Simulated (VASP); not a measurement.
A run of VASP 6.6.1:

The input INCAR:

```
  PREC = Accurate
  ENCUT = 520
  EDIFF = 1E-6
  ISMEAR = 0
  SIGMA = 0.05
  LREAL = F
  LASPH = T
  NELM = 100
  ALGO = Normal
  ISIF = 2
  LWAVE = F
  LCHARG = T
  GGA = PS
  LELF = T
  LVHAR = T
  NBANDS = 26
```

File KPOINTS:

```
regular mesh
0
Gamma
  9 9 6
```

The input POSCAR:

```
ZnS
1.0
    3.8311821878      0.0000000000      0.0000000000
   -1.9155910939      3.3179011011      0.0000000000
    0.0000000000      0.0000000000      6.2903751065
Zn S
2 2
Direct
    0.3333333333      0.6666666667     -0.0187171420
    0.6666666667      0.3333333333      0.4812828580
    0.3333333333      0.6666666667      0.3795575521
    0.6666666667      0.3333333333      0.8795575521
```

Potentials or basis: VASP PAW PBE potentials, release 64 (Zn, S).

The run is started by

```console
$ cat potpaw_PBE.64/Zn/POTCAR potpaw_PBE.64/S/POTCAR > POTCAR
$ mpirun -np 1 vasp_std > vasp.out
```

Hardware: 1 thread of Intel(R) Xeon(R) Platinum 8259CL CPU @ 2.50GHz (Skylake/Cascade Lake), with other jobs on the host.

Task: How long does it take, and how much memory?

Result: Run time: 72 s on 1 thread of Intel(R) Xeon(R) Platinum 8259CL CPU @ 2.50GHz (Skylake/Cascade Lake), with other jobs on the host, peak memory 0.23 GiB. Counts: scf iterations 14, k points 48.
